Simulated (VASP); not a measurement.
Runs of VASP 6.6.1 on Cd. The structure is that of space group R-3m (No. 166), or close to it. The cells are those of the table. 

```tsv
level	potentials or basis	spin	cell	k mesh	smearing	gap on the mesh (eV)	pressure (GPa)	moment (μB)
PBEsol	VASP PAW PBE potentials, release 64 (Cd)	off	a = 3.074 Å, angles 63.1°, 1 atom	10 × 10 × 10	gaussian 0.05 eV	none	-1.9	-
r2SCAN	VASP PAW PBE potentials, release 64 (Cd)	off	a = 3.056 Å, angles 63.6°, 1 atom	10 × 10 × 10	fermi-dirac 0.05 eV	none	0.3	-
PBE	VASP PAW PBE potentials, release 64 (Cd)	non-collinear, typed start, SOC	a = 3.105 Å, angles 63.6°, 1 atom	8 × 8 × 8	methfessel-paxton 0.025 eV	-	0.3	0.00
LDA	VASP PAW LDA potentials, release 64 (Cd)	collinear, zero start	a = 3.074 Å, angles 63.1°, 1 atom	10 × 10 × 10	tetrahedron	none	-4.4	0.00
r2SCAN+D4	VASP PAW PBE potentials, release 64 (Cd)	off	a = 3.129, b = 3.084, c = 3.066 Å, angles 60.6, 63.2, 62.9°, 1 atom	8 × 8 × 8	fermi-dirac 0.1 eV	none	(a)	-
LDA	VASP PAW LDA potentials, release 64 (Cd)	off	a = 3.074 Å, angles 63.1°, 1 atom	10 × 10 × 10	fermi-dirac 0.01 eV	none	-4.4	-
PBE	VASP PAW PBE potentials, release 64 (Cd)	off	a = 3.074 Å, angles 63.1°, 1 atom	10 × 10 × 10	gaussian 0.05 eV	none	2.4	-
```

Alike in all rows: task single point; cutoff (eV) 520.

Problem. Fill in the values left out.

Solution. (a) -1.0.

Caveats: the PAW data sets were made with another functional, which shifts forces and pressure a little (some runs); pairwise dispersion overbinds metals, which lowers pressure and volume (some runs).

A k mesh can miss the band edges, and rows without SOC leave out spin-orbit coupling on Cd.

A gap of «none» marks levels without a gap at the run's occupations.
